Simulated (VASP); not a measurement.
Bi2Te2O, 10 atoms in the cell. The typed cell holds 10 atoms: a = 6.918 Å, b = 6.918 Å, c = 8.312 Å, α = 90.00°, β = 90.00°, γ = 90.00°. The cell was generated, and may not be a known phase.

| Item | Value |
| --- | --- |
| Program | VASP 6.6.1 |
| Task | single point |
| Functional | PBE |
| Potentials or basis | VASP PAW PBE potentials, release 64 (Bi_d, Te, O) |
| Cutoff | 520 eV |
| k mesh | 2 × 2 × 2 |
| Occupations | gaussian, width 0.15 eV |
| Spin | no spin polarisation |
| Dipole correction | no |
| Further INCAR settings | ALGO = Normal; EDIFF = 1e-06; NBANDS = 59 |

Potentials or basis: VASP PAW PBE potentials, release 64 (Bi_d, Te, O).

Command:

```console
$ cat potpaw_PBE.64/Bi_d/POTCAR potpaw_PBE.64/Te/POTCAR potpaw_PBE.64/O/POTCAR > POTCAR
$ mpirun -np 1 vasp_std > vasp.out
```

Hardware: 1 thread of Intel(R) Xeon(R) 6975P-C (Granite Rapids), with other jobs on the host.

Problem. How long does it take, and how much memory?

Solution. It took 110 s on 1 thread of Intel(R) Xeon(R) 6975P-C (Granite Rapids), on a shared host, peak memory 0.51 GiB. Counts: scf iterations 15, k points 6.
